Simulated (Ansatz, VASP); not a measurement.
**Ta in VASP and in Ansatz**

```
Ta
1.0
     1.66383   -5.27802    0.00000
     1.66383    5.27802    0.00000
     0.00000    0.00000    4.40337
Ta
4
Direct
  0.09800 0.90200 0.91000
  0.59800 0.40200 0.59000
  0.90200 0.09800 0.09000
  0.40200 0.59800 0.41000
```

Alike in both runs: task single point; functional PBEsol; k mesh 6 × 6 × 4; occupations gaussian, width 0.1 eV; no spin polarisation.

|  | VASP | Ansatz |
| --- | --- | --- |
| version | VASP 6.6.1 | Ansatz 0.2.0 |
| potentials or method | VASP PAW PBE potentials, release 64 (Ta_pv), cutoff 520 eV | scalar-relativistic, plane waves, PAW |
| valence electrons in the cell | 44 | 52 |

Ansatz gave:

* gap on the k mesh at the Fermi level (eV): none
* rms of the force components (eV/Å): 6.863

**Question.** Estimate VASP's values.

**Answer.** gap on the k mesh at the Fermi level (eV): none; rms of the force components (eV/Å): 7.011.

VASP's potentials were made for PBE, not for PBEsol. Atom by atom the forces differ by 0.148 eV/Å (rms over components). A gap of «none» marks a metal or a gap that the smearing closes. With one functional, cell and mesh, what is left measures potentials, basis and numerics. VASP's potentials hold 44 valence electrons a cell and Ansatz's 52, so a difference there can come from the potentials and not from the codes.

Neither program's run includes spin-orbit coupling.
